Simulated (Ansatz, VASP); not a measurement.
**TePb: VASP beside Ansatz**

```
Te Pb
1.0
     0.01611    3.22939    3.22939
     3.22939    0.01611    3.22939
     3.22939    3.22939    0.01611
Te Pb
1 1
Direct
  0.50000 0.50000 0.50000
  0.00000 0.00000 0.00000
```

Change from the starting cell: equal xy, yz and zx engineering shears of +0.5 %.

Alike in both runs: functional PBEsol; k mesh 6 × 6 × 6; no spin polarisation.

Ansatz relaxed the structure, and its values are those at the end. VASP's run is a single point on that final structure, the one shown.

|  | VASP | Ansatz |
| --- | --- | --- |
| version | VASP 6.6.1 | Ansatz 0.2.0 |
| potentials or method | VASP PAW PBE potentials, release 64 (Te, Pb_d), cutoff 520 eV | all-electron LAPW, scalar-relativistic |
| occupations | gaussian, width 0.01 eV | fixed |

```tsv
	VASP	Ansatz	Ansatz less VASP
gap on the k mesh at the Fermi level (eV)	0.60	0.59	-0.006
pressure (GPa)	0.0	0.0	+0.05
```

VASP's potentials were made for PBE, not for PBEsol. Ansatz ran all-electron here, and VASP with PAW potentials.

Neither program's run includes spin-orbit coupling.
